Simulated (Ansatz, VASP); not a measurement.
One calculation of MgCdS4, two programs

```xyz
6
Lattice="5.5777 0.0000 0.0000 -2.7889 4.8305 0.0000 0.0000 0.0000 5.3991" Properties=species:S:1:pos:R:3 pbc="T T T"
Mg    0.0000    0.0000    0.0000
Cd    0.0000    0.0000    2.6996
S     0.0000    3.2203    3.6803
S     0.0000    3.2203    1.7188
S     2.7889    1.6102    1.7188
S     2.7889    1.6102    3.6803
```

Alike in both runs: functional PBE; k mesh 6 × 6 × 4; occupations gaussian, width 0.1 eV; no spin polarisation.

Ansatz relaxed the structure, and its values are those at the end. VASP's run is a single point on that final structure, the one shown.

```csv
,VASP,Ansatz
version,VASP 6.6.1,Ansatz 0.2.0
potentials or method,"VASP PAW PBE potentials, release 64 (Mg_sv, Cd_sv_GW, S), cutoff 750 eV","scalar-relativistic, plane waves, PAW"
valence electrons in the cell,54,54
```

|  | VASP | Ansatz | Ansatz less VASP |
| --- | --- | --- | --- |
| gap on the k mesh at the Fermi level (eV) | none | none | - |
| rms of the force components (eV/Å) | 0.104 | 0.016 | -0.0884 |

A gap of «none» marks a metal or a gap that the smearing closes. The functional is the same, so the differences come from potentials, cutoffs and numerics.
